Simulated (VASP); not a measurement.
# MgO in VASP: further runs

Aim: see how the results for MgO move with the level of theory and the settings. Levels: r2SCAN, HSE06. Tasks: single point.

Everything below comes from runs of VASP 6.6.1. Logs are shortened: lines on timing, memory, paths and dates and some standing lists are left out, and cuts for length are marked.

**1. The cell of the first run**

The structure is tetragonal, space group P4/mmm (No. 123). Conventional cell: a = 2.756 Å, b = 2.756 Å, c = 2.623 Å, α = 90.00°, β = 90.00°, γ = 90.00°. Mg (site symmetry 4/mmm) has 8 O at 2.35 Å and 6 Mg at 2.62 to 2.76 Å within 3.1 Å. Within 3.1 Å of O (site symmetry 4/mmm) lie 8 Mg at 2.35 Å and 6 O at 2.62 to 2.76 Å.

**2. Single point, r2SCAN (biaxial xy strain +5.0%)**

POSCAR

```
MgO
1.0
    2.7558282587      0.0000000000      0.0000000000
    0.0000000000      2.7558282587      0.0000000000
    0.0000000000      0.0000000000      2.6233491278
Mg O
1 1
Direct
    0.0000000000      0.0000000000      0.0000000000
    0.5000000000      0.5000000000      0.5000000000
```

INCAR.step1

```
SYSTEM = MgO
ALGO = Normal
EDIFF = 1E-4
ENCUT = 520
GGA = PE
ISMEAR = 0
LASPH = .TRUE.
LCHARG = .FALSE.
LREAL = .FALSE.
LWAVE = .TRUE.
NBANDS = 11
NELM = 80
PREC = Accurate
SIGMA = 0.01
```

INCAR.step2

```
SYSTEM = MgO
ALGO = Normal
EDIFF = 1E-7
ENCUT = 520
ISIF = 2
ISMEAR = 0
ISTART = 1
LASPH = .TRUE.
LCHARG = .FALSE.
LMIXTAU = .TRUE.
LREAL = .FALSE.
LWAVE = .FALSE.
METAGGA = R2SCAN
NBANDS = 11
NELM = 80
PREC = Accurate
SIGMA = 0.01
```

KPOINTS

```
k-points
0
G
  10 10 10
  0 0 0
```

Potentials or basis: VASP PAW PBE potentials, release 64 (Mg, O).

On the command line:

```console
> cat potpaw_PBE.64/Mg/POTCAR potpaw_PBE.64/O/POTCAR > POTCAR
> cp INCAR.step1 INCAR
> mpirun -np 1 vasp_std > vasp.out
> cp INCAR.step2 INCAR
> mpirun -np 1 vasp_std > vasp.out
```

OUTCAR:

```text
SYSTEM = MgO
   EDIFF = 1E-7
   ENCUT = 520
   ISIF = 2
   ISMEAR = 0
   ISTART = 1
   LASPH = .TRUE.
   LREAL = .FALSE.
   METAGGA = R2SCAN
   NELM = 80
   PREC = Accurate

 ion  position               nearest neighbor table
   1  0.000  0.000  0.000-   2 2.35   2 2.35   2 2.35   2 2.35   2 2.35   2 2.35   2 2.35   2 2.35

   2  0.500  0.500  0.500-   1 2.35   1 2.35   1 2.35   1 2.35   1 2.35   1 2.35   1 2.35   1 2.35

  LATTYP: Found a simple tetragonal cell.
 ALAT       =     2.7558282587
 C/A-ratio  =     0.9519276535

  Lattice vectors:

 A1 = (   2.7558282587,   0.0000000000,   0.0000000000)
 A2 = (   0.0000000000,   2.7558282587,   0.0000000000)
 A3 = (   0.0000000000,   0.0000000000,   2.6233491278)

Analysis of symmetry for initial positions (statically):
=====================================================================
 Subroutine PRICEL returns:
 Original cell was already a primitive cell.

 Routine SETGRP: Setting up the symmetry group for a
 simple tetragonal supercell.

 Subroutine GETGRP returns: Found 16 space group operations
 (whereof 16 operations were pure point group operations)
 out of a pool of 16 trial point group operations.

The static configuration has the point symmetry D_4h.

Analysis of symmetry for dynamics (positions and initial velocities):
=====================================================================
 Subroutine PRICEL returns:
 Original cell was already a primitive cell.

 Routine SETGRP: Setting up the symmetry group for a
 simple tetragonal supercell.

 Subroutine GETGRP returns: Found 16 space group operations
 (whereof 16 operations were pure point group operations)
 out of a pool of 16 trial point group operations.

The dynamic configuration has the point symmetry D_4h.

 Subroutine INISYM returns: Found 16 space group operations
 (whereof 16 operations are pure point group operations),
 and found     1 'primitive' translations

----------------------------------------------------------------------------------------

                                     Primitive cell

  volume of cell :      19.9233

  direct lattice vectors                    reciprocal lattice vectors
     2.755828259  0.000000000  0.000000000     0.362867315  0.000000000  0.000000000
     0.000000000  2.755828259  0.000000000     0.000000000  0.362867315  0.000000000
     0.000000000  0.000000000  2.623349128     0.000000000  0.000000000  0.381192114

  length of vectors
[... 90 lines left out ...]
   POTIM  = 0.5000    time-step for ionic-motion
   TEBEG  =    0.0;   TEEND  =   0.0 temperature during run
   PSTRESS=    0.0 pullay stress
   NELECT =       8.0000    total number of electrons
   NUPDOWN=      -1.0000    fix difference up-down
   EMIN   =  10.00;   EMAX   =-10.00  energy-range for DOS
   EFERMI =   0.00;   METHOD = LEGACY
   ISMEAR =     0;   SIGMA  =   0.01  broadening in eV -4-tet -1-fermi 0-gaus
   EFERMI_NEDOS =   21; number of points for ismear=-14 and -15
   IALGO  =     38    algorithm
   IMIX   =      4    mixing-type and parameters
     AMIX     =   0.40;   BMIX     =  1.00
     AMIX_MAG =   1.60;   BMIX_MAG =  1.00
  volume/ion in A,a.u.               =       9.96        67.22
  Fermi-wavevector in a.u.,A,eV,Ry     =   1.207771  2.282357 19.846974  1.458711
  Thomas-Fermi vector in A             =   2.343399
   LORBIT       =      0    0 simple, 1 ext, 2 COOP (PROOUT), +10 PAW based schemes
   METAGGA = R2SCAN    functional components
   LHFCALC =     F    Hartree Fock is set to
   AEXX    =    0.0000 exact exchange contribution
   IVDW    =     0    specifies the selected vdW correction
   LEPSILON=     F    determine dielectric tensor
   LRPA    =     F    only Hartree local field effects (RPA)
 non-spin polarized calculation
 Gauss-broadening in eV      SIGMA  =   0.01
  energy-cutoff  :      520.00
  volume of cell :       19.92
 maximum number of plane-waves:       548
   NGX = 11   NGY = 11   NGZ =  9

 number of electron       8.0000003 magnetization

 Free energy of the ion-electron system (eV)
  ---------------------------------------------------
  ext. energy  EPLUGINS =         0.00000000
  ---------------------------------------------------
  free energy    TOTEN  =       -14.37654232 eV

  energy without entropy =      -14.37654232  energy(sigma->0) =      -14.37654232

 E-fermi :   4.4066     XC(G=0): -11.3840

 val. band max:        4.2908002630   @ k =   0.5000   0.5000   0.0000
 cond. band min:       6.4503586199   @ k =   0.0000   0.0000   0.0000
 fundamental gap:      2.1595583569
 Fermi energy:         4.4065639694

 k-point     1 :       0.0000    0.0000    0.0000
  band No.  band energies     occupation
      1     -14.9718      2.00000
      2       2.7899      2.00000
      3       2.7899      2.00000
      4       3.5042      2.00000
      5       6.4504      0.00000
      6      14.7457      0.00000
      7      15.7264      0.00000
      8      23.7056      0.00000
      9      23.7056      0.00000
     10      25.2000      0.00000
     11      30.5239      0.00000
[... 309 lines left out ...]
 k-point    24 :       0.2000    0.0000    0.1000
  band No.  band energies     occupation
      1     -14.5884      2.00000
      2       0.6360      2.00000
      3       2.9732      2.00000
      4       2.9805      2.00000
      5       8.6661      0.00000
      6      15.2157      0.00000
      7      16.3348      0.00000
      8      22.8706      0.00000
      9      23.4510      0.00000
     10      26.0431      0.00000
     11      27.4567      0.00000

 [... further k-points ...]

------------------------ aborting loop because EDIFF is reached ----------------------------------------

  FORCE on cell =-STRESS in cart. coord.  units (eV):
  Direction    XX          YY          ZZ          XY          YZ          ZX
  --------------------------------------------------------------------------------------
  -------------------------------------------------------------------------------------
  Total       -2.8838428     -2.8838428      0.7758032      0.0000000     -0.0000000      0.0000000
  in kB     -231.9112283   -231.9112283     62.3881012      0.0000000     -0.0000000      0.0000000
  external PRESSURE =    -133.8114518 kB  Pullay stress =       0.0000000 kB

 VOLUME and BASIS-vectors are now :
 -----------------------------------------------------------------------------
  energy-cutoff  :      520.00
  volume of cell :       19.92
      direct lattice vectors                 reciprocal lattice vectors
     2.755828259  0.000000000  0.000000000     0.362867315  0.000000000  0.000000000
     0.000000000  2.755828259  0.000000000     0.000000000  0.362867315  0.000000000
     0.000000000  0.000000000  2.623349128     0.000000000  0.000000000  0.381192114

 POSITION                                       TOTAL-FORCE (eV/Angst)
 -----------------------------------------------------------------------------------
      0.00000      0.00000      0.00000         0.000000      0.000000      0.000000
      1.37791      1.37791      1.31167         0.000000      0.000000      0.000000
 -----------------------------------------------------------------------------------
    total drift:                                0.000000      0.000000      0.000000

  FREE ENERGIE OF THE ION-ELECTRON SYSTEM (eV)
  ---------------------------------------------------
  free  energy   TOTEN  =       -14.3765423240 eV

  energy  without entropy=      -14.3765423240  energy(sigma->0) =      -14.37654232
```

Wall time 31 s (1 thread of Intel Xeon 6975P-C (Granite Rapids), shared host); peak memory 0.15 GiB.

What came out:

```yaml
Free_energy: -14.3765 eV
Pressure: -13.4 GPa
Band_gap_on_the_k_mesh: 2.16 eV (least direct gap 2.95 eV)
```

Caveat: the cell differs from its parent crystal (biaxial xy strain +5.0%); the cell stands under tension; the PAW data sets were made with another functional, which shifts forces and pressure a little.

**3. Single point, r2SCAN (shear xy strain +3.0%)**

POSCAR

```
MgO
1.0
    2.6233491278      0.0400060742      0.0000000000
    0.0400060742      2.6233491278      0.0000000000
    0.0000000000      0.0000000000      2.6233491278
Mg O
1 1
Direct
    0.0000000000      0.0000000000      0.0000000000
    0.5000000000      0.5000000000      0.5000000000
```

INCAR.step1

```
PREC     = Accurate       # precision mode
ENCUT    = 520            # plane-wave cutoff, eV
ISMEAR   = 0              # smearing method
SIGMA    = 0.01           # smearing width, eV
LREAL    = F              # projectors in reciprocal space
LASPH    = T              # aspherical terms in the spheres
NELM     = 60             # most SCF steps
NBANDS   = 11             # bands
GGA      = PE             # functional
ALGO     = Normal         # electronic algorithm
EDIFF    = 1E-4           # SCF threshold, eV
LWAVE    = T              # write WAVECAR
LCHARG   = F              # write CHGCAR
```

INCAR.step2

```
PREC     = Accurate       # precision mode
ENCUT    = 520            # plane-wave cutoff, eV
EDIFF    = 1E-7           # SCF threshold, eV
ISMEAR   = 0              # smearing method
SIGMA    = 0.01           # smearing width, eV
LREAL    = F              # projectors in reciprocal space
LASPH    = T              # aspherical terms in the spheres
NELM     = 60             # most SCF steps
ALGO     = Normal         # electronic algorithm
ISIF     = 2              # what is computed and relaxed
LWAVE    = F              # write WAVECAR
LCHARG   = T              # write CHGCAR
METAGGA  = R2SCAN         # meta-GGA
LMIXTAU  = T            
LELF     = T              # ELF
LVHAR    = T            
NBANDS   = 11             # bands
ISTART   = 1
```

KPOINTS

```
regular mesh
0
Gamma
  10 10 10
```

Potentials or basis: VASP PAW PBE potentials, release 64 (Mg, O).

On the command line:

```console
> cat potpaw_PBE.64/Mg/POTCAR potpaw_PBE.64/O/POTCAR > POTCAR
> cp INCAR.step1 INCAR
> mpirun -np 1 vasp_std > vasp.out
> cp INCAR.step2 INCAR
> mpirun -np 1 vasp_std > vasp.out
```

Run time: 40 s. Hardware: 1 thread of Intel Xeon 6975P-C (Granite Rapids), shared host; peak memory 0.16 GiB.

The run converged. Its results:

```
Free energy            : -14.5310 eV
Pressure               : -1.1 GPa
Band gap on the k mesh : 3.46 eV (least direct gap 4.43 eV)
```

Stress tensor (GPa, compression positive):
```
-1.06  1.92  0.00
 1.92 -1.06  0.00
 0.00  0.00 -1.14
```

Levels at points of the mesh, in eV from the valence-band top:
| k point | band 2 | band 3 | band 4 | band 5 | band 6 | band 7 |
| --- | --- | --- | --- | --- | --- | --- |
| (0.00, 0.00, 0.00) | -1.14 | -1.06 | -0.97 | 3.46 | 11.47 | 11.48 |
| (0.50, 0.00, 0.00) | -6.60 | -0.59 | -0.59 | 8.01 | 10.65 | 15.82 |
| (0.50, 0.50, 0.00) | -4.94 | -4.75 | 0.00 | 5.90 | 13.19 | 13.75 |
| (0.00, 0.00, 0.50) | -6.60 | -0.69 | -0.48 | 8.02 | 10.63 | 15.82 |
| (0.50, 0.00, 0.50) | -4.85 | -4.85 | 0.00 | 5.89 | 13.46 | 13.48 |
| (0.50, 0.50, 0.50) | -3.83 | -3.79 | -3.73 | 8.10 | 8.43 | 8.75 |

Caveat: the cell differs from its parent crystal (shear xy strain +3.0%); the PAW data sets were made with another functional, which shifts forces and pressure a little. A k mesh can miss the band edges.

(Continued in part 2 of 2.)
